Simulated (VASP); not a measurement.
LiH:

```
Li H
1.0
     0.00000    2.00487    2.00487
     2.00487    0.00000    2.00487
     2.00487    2.00487    0.00000
Li H
1 1
Direct
  0.00000 0.00000 0.00000
  0.50000 0.50000 0.50000
```

This cell differs from its parent crystal: strain +0.3%.

Base run:

| Item | Value |
| --- | --- |
| Program | VASP 6.6.1 |
| Functional | r2SCAN |
| Potentials or basis | VASP PAW PBE potentials, release 64 (Li_sv, H) |
| Cutoff | 520 eV |
| k mesh | 10 × 10 × 10 |
| Occupations | gaussian, width 0.01 eV |
| Spin | no spin polarisation |

Its results: band gap on the k mesh 3.58 eV, direct.

The run is repeated on the same cell with these changes: functional from r2SCAN to PBE; occupations from gaussian, width 0.01 eV to fermi-dirac, width 0.02 eV. What comes out?

Band gap on the k mesh 2.98 eV, direct.

A k mesh can miss the band edges.
